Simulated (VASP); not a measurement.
# Be16H (a cell with a defect) in VASP: further runs, part 2 of 2

VASP 6.6.1. Earlier steps stand in the parts before.

## Step 3: Single point, PBE

INCAR reads:

```
ALGO     = Normal         # electronic algorithm
EDIFF    = 1E-7           # SCF threshold, eV
ENCUT    = 520            # plane-wave cutoff, eV
GGA      = PE             # functional
ISIF     = 2              # what is computed and relaxed
ISMEAR   = -1             # smearing method
LASPH    = T              # aspherical terms in the spheres
LCHARG   = F              # write CHGCAR
LREAL    = Auto         
LWAVE    = F              # write WAVECAR
NBANDS   = 30             # bands
NELM     = 60             # most SCF steps
PREC     = Accurate       # precision mode
SIGMA    = 0.15           # smearing width, eV
```

KPOINTS reads:

```
k-points
0
Gamma
  5 5 3
```

POSCAR reads:

```
Be16H
1.0
   -2.2900000000     -3.9663960000      0.0000000000
    3.4350000000     -1.9831980000      0.0000000000
    0.0000000000      0.0000000000      7.1768600000
Be H
16 1
Direct
    0.7497557447      0.4971771922      0.0021149918
    0.5000224130      0.3346635592      0.2503465304
    0.7498778169      0.4980937993      0.4992701544
    0.5144451526      0.3418245704      0.7473272434
    0.5048501298     -0.0050562453      0.0059491198
    0.2498530937      0.8378455850      0.2517952141
    0.5018553957     -0.0021214393      0.4973506520
    0.2498133066      0.8200146935      0.7477062392
    0.2500144700      0.5097179436      0.0057369100
   -0.0004421171      0.3344505246      0.2503961342
    0.2499559921      0.5040382014      0.4954181912
   -0.0148621783      0.3405218666      0.7473282187
   -0.0050709685     -0.0048505146      0.0062516198
    0.7497528530      0.8289778846      0.2531118066
   -0.0022501476     -0.0019932571      0.4970248827
    0.7495888343      0.8319582039      0.7512186388
    0.2506941068      0.1742886476      0.7922486993
```

Potentials or basis: VASP PAW PBE potentials, release 64 (Be, H).

The run is started by

```sh
$ cat potpaw_PBE.64/Be/POTCAR potpaw_PBE.64/H/POTCAR > POTCAR
$ mpirun -np 1 vasp_std > vasp.out
```

OUTCAR:

```text
EDIFF = 1E-7
   ENCUT = 520
   GGA = PE
   ISIF = 2
   ISMEAR = -1
   LASPH = T
   LREAL = Auto
   NELM = 60
   PREC = Accurate

 ion  position               nearest neighbor table
   1  0.750  0.497  0.002-   4 2.21  12 2.21   2 2.21  10 2.21  14 2.23  16 2.24   5 2.27  13 2.27
                            13 2.29   5 2.29   9 2.29   9 2.29
   2  0.500  0.335  0.250-  11 2.20   9 2.21   5 2.21   1 2.21   3 2.22   7 2.22  14 2.27   6 2.28
                            10 2.29  10 2.29   6 2.30  14 2.31
   3  0.750  0.498  0.499-   4 2.17  12 2.17  14 2.20  10 2.22   2 2.22  16 2.24   7 2.28  15 2.28
                            15 2.29   7 2.29  11 2.29  11 2.29
   4  0.514  0.342  0.747-  17 1.42  12 2.16   3 2.17   1 2.21  16 2.22   8 2.25   7 2.25  11 2.27
                            16 2.29   5 2.31   9 2.31
   5  0.505  0.995  0.006-  14 2.20   6 2.21   2 2.21  16 2.24  13 2.24   9 2.25   1 2.27   1 2.29
                             8 2.30   4 2.31  13 2.34   9 2.35
   6  0.250  0.838  0.252-  11 2.19   9 2.19  15 2.20   7 2.20  13 2.20   5 2.21  10 2.28   2 2.28
                            14 2.29  14 2.29   2 2.30  10 2.30
   7  0.502  0.998  0.497-  14 2.19   6 2.20   2 2.22  16 2.25   8 2.25   4 2.25  15 2.27  11 2.27
                             3 2.28   3 2.29  15 2.31  11 2.32
   8  0.250  0.820  0.748-  17 1.44  11 2.20   9 2.22   7 2.25   4 2.25  15 2.25  12 2.26  16 2.29
                            16 2.29   5 2.30  13 2.30
   9  0.250  0.510  0.006-   6 2.19   2 2.21  10 2.21   8 2.22   5 2.25  13 2.25   1 2.29   1 2.29
                             4 2.31  12 2.32  13 2.35   5 2.35
  10  1.000  0.334  0.250-  11 2.20  13 2.21   9 2.21   1 2.21  15 2.22   3 2.22  14 2.27   6 2.28
                             2 2.29   2 2.29   6 2.30  14 2.31
  11  0.250  0.504  0.495-   6 2.19   8 2.20   2 2.20  10 2.20   4 2.27  12 2.27   7 2.27  15 2.27
                             3 2.29   3 2.29   7 2.32  15 2.32
  12  0.985  0.341  0.747-  17 1.42   4 2.16   3 2.17   1 2.21  16 2.23  15 2.25   8 2.26  11 2.27
                            16 2.29  13 2.31   9 2.32
  13  0.995  0.995  0.006-  14 2.20   6 2.20  10 2.21  16 2.24   5 2.24   9 2.25   1 2.27   1 2.29
                             8 2.30  12 2.31   5 2.34   9 2.35
  14  0.750  0.829  0.253-  15 2.19   7 2.19  13 2.20   5 2.20   3 2.20   1 2.23   2 2.27  10 2.27
                             6 2.29   6 2.29  10 2.31   2 2.31
  15  0.998  0.998  0.497-  14 2.19   6 2.20  10 2.22  16 2.25   8 2.25  12 2.25   7 2.27  11 2.27
                             3 2.28   3 2.29   7 2.31  11 2.32
[... 207 lines left out ...]
   NGX = 17   NGY = 15   NGZ = 27

 number of electron      33.0000001 magnetization

 Free energy of the ion-electron system (eV)
  ---------------------------------------------------
  ext. energy  EPLUGINS =         0.00000000
  ---------------------------------------------------
  free energy    TOTEN  =       -61.46696902 eV

  energy without entropy =      -61.31653906  energy(sigma->0) =      -61.39175404

 E-fermi :   7.1901     XC(G=0): -10.5811

 val. band max:        7.1879427965   @ k =   0.4000   0.2000   0.0000
 cond. band min:       7.2031171127   @ k =  -0.4000   0.2000  -0.3333
 fundamental gap:      0.0151743162
 Fermi energy:         7.1901464681

 k-point     1 :       0.0000    0.0000    0.0000
  band No.  band energies     occupation
      1      -5.0362      2.00000
      2      -2.9397      2.00000
      3      -2.1895      2.00000
      4      -0.2812      2.00000
      5       0.9667      2.00000
      6       1.5179      2.00000
[... 733 lines left out ...]
     27      12.0421      0.00000
     28      12.4399      0.00000

 [... further k-points ...]

 [bands above 28 left out]

------------------------ aborting loop because EDIFF is reached ----------------------------------------

  FORCE on cell =-STRESS in cart. coord.  units (eV):
  Direction    XX          YY          ZZ          XY          YZ          ZX
  --------------------------------------------------------------------------------------
  -------------------------------------------------------------------------------------
  Total        0.5286237      1.4030924      1.2955089      0.7456907      0.0506366     -0.0718366
  in kB        6.4962273     17.2425241     15.9204356      9.1637507      0.6222703     -0.8827962
  external PRESSURE =      13.2197290 kB  Pullay stress =       0.0000000 kB

 VOLUME and BASIS-vectors are now :
 -----------------------------------------------------------------------------
  energy-cutoff  :      520.00
  volume of cell :      130.38
      direct lattice vectors                 reciprocal lattice vectors
    -2.290000000 -3.966396000  0.000000000    -0.109170306 -0.189088533  0.000000000
     3.435000000 -1.983198000  0.000000000     0.218340611 -0.126059022  0.000000000
     0.000000000  0.000000000  7.176860000     0.000000000  0.000000000  0.139336702

 POSITION                                       TOTAL-FORCE (eV/Angst)
 -----------------------------------------------------------------------------------
     -0.00914     -3.95983      0.01518        -0.005154     -0.006887     -0.030292
      0.00452     -2.64699      1.79670        -0.008782     -0.004660     -0.043438
     -0.00627     -3.96213      3.58319         0.000802     -0.002281     -0.046895
     -0.00391     -2.71840      5.36346        -0.011050     -0.003907     -0.113652
      2.26153     -3.97561      0.04270        -0.022116     -0.011257     -0.028767
      2.30584     -2.65263      1.80710         0.001575     -0.002510     -0.024482
[... 9 lines left out ...]
      1.14122     -4.62310      5.39139         0.004808     -0.027251     -0.025908
      0.02459     -1.34000      5.68586         0.000709      0.024189      0.710380
 -----------------------------------------------------------------------------------
    total drift:                               -0.000398     -0.000067      0.000024

  FREE ENERGIE OF THE ION-ELECTRON SYSTEM (eV)
  ---------------------------------------------------
  free  energy   TOTEN  =       -61.4669690171 eV

  energy  without entropy=      -61.3165390603  energy(sigma->0) =      -61.39175404
```

OSZICAR:

```text
N       E                     dE             d eps       ncg     rms          rms(c)
DAV:   1     0.347453144705E+02    0.34745E+02   -0.12603E+04  2280   0.926E+02
DAV:   2    -0.577784231728E+02   -0.92524E+02   -0.85219E+02  3008   0.171E+02
DAV:   3    -0.620907893400E+02   -0.43124E+01   -0.42033E+01  2998   0.305E+01
DAV:   4    -0.621400823874E+02   -0.49293E-01   -0.49155E-01  2908   0.380E+00
DAV:   5    -0.621406276164E+02   -0.54523E-03   -0.54505E-03  2906   0.309E-01    0.413E+00
DAV:   6    -0.616420749574E+02    0.49855E+00   -0.13725E-01  2978   0.247E+00    0.242E+00
DAV:   7    -0.614714052838E+02    0.17067E+00   -0.19225E-01  2708   0.244E+00    0.489E-01
DAV:   8    -0.614679326117E+02    0.34727E-02   -0.15876E-02  2780   0.654E-01    0.254E-01
DAV:   9    -0.614669586148E+02    0.97400E-03   -0.25330E-03  2728   0.248E-01    0.461E-02
DAV:  10    -0.614669633121E+02   -0.46973E-05   -0.42434E-04  2800   0.101E-01    0.121E-02
DAV:  11    -0.614669661558E+02   -0.28436E-05   -0.10072E-05  2990   0.147E-02    0.407E-03
DAV:  12    -0.614669687385E+02   -0.25828E-05   -0.12164E-06  2754   0.634E-03    0.150E-03
DAV:  13    -0.614669689684E+02   -0.22989E-06   -0.26130E-07  2440   0.261E-03    0.542E-04
DAV:  14    -0.614669690171E+02   -0.48691E-07   -0.32983E-08  1800   0.789E-04
   1 F= -.61466969E+02 E0= -.61391754E+02  d E =-.150430E+00
```

It took 3.5 min on 1 thread of Intel Xeon Platinum 8259CL at 2.50GHz (Skylake/Cascade Lake), shared host; peak memory 0.27 GiB.

Results:

| Property | Result |
| --- | --- |
| Free energy | -61.4670 eV |
| Pressure | 1.3 GPa |
| Largest force | 0.711 eV/Å |
| Band gap on the k mesh | zero (an odd number of electrons rules out a gap without spin polarisation) |

Forces on the atoms (eV/Å):
```
Be  -0.005 -0.007 -0.030
Be  -0.009 -0.005 -0.043
Be   0.001 -0.002 -0.047
Be  -0.011 -0.004 -0.114
Be  -0.022 -0.011 -0.029
Be   0.002 -0.003 -0.024
Be   0.022  0.000 -0.018
Be   0.027  0.001 -0.098
Be   0.026 -0.003 -0.056
Be   0.009  0.000 -0.047
Be  -0.024  0.022 -0.025
Be  -0.005 -0.010 -0.105
Be  -0.009  0.037 -0.049
Be  -0.009  0.004 -0.008
Be   0.002 -0.015  0.008
Be   0.005 -0.027 -0.026
H    0.001  0.024  0.710
```
